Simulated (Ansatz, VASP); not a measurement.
# Co in VASP and in Ansatz

```xyz
2
Lattice="2.4850 0.0000 0.0000 -1.2425 2.1520 0.0000 0.0000 0.0000 4.0357" Properties=species:S:1:pos:R:3 pbc="T T T"
Co    0.0000    1.4347    1.0089
Co    1.2425    0.7173    3.0268
```

Change from the starting cell: volume scaled by 0.96, crystal datasets.

Alike in both runs: task electric field gradients; functional PBEsol; k mesh 19 × 19 × 10; occupations fermi-dirac, width 0.05 eV; collinear spin.

|  | VASP | Ansatz |
| --- | --- | --- |
| version | VASP 6.6.1 | Ansatz 0.2.0 |
| potentials or method | VASP PAW PBE potentials, release 64 (Co), cutoff 520 eV | all-electron PAW with datasets made for the crystal, scalar-relativistic |

Ansatz gave:

* pressure (GPa): -8.9
* traceless stress, the component that is largest in VASP (GPa): -1.09
* net moment per atom (μB): 1.61
* size of the moment on the site where the two differ most (μB): 1.68
* size of Vzz on the site where it differs most (V/Å²): 1.9

Which values does VASP return?

Pressure (GPa): -9.5; traceless stress, the component that is largest in VASP (GPa): -1.14; net moment per atom (μB): 1.60; size of the moment on the site where the two differ most (μB): 1.61; size of Vzz on the site where it differs most (V/Å²): 2.4.

VASP's potentials were made for PBE, not for PBEsol. Site moments also hang on the region over which each program counts them. Ansatz ran all-electron here, and VASP with PAW potentials.
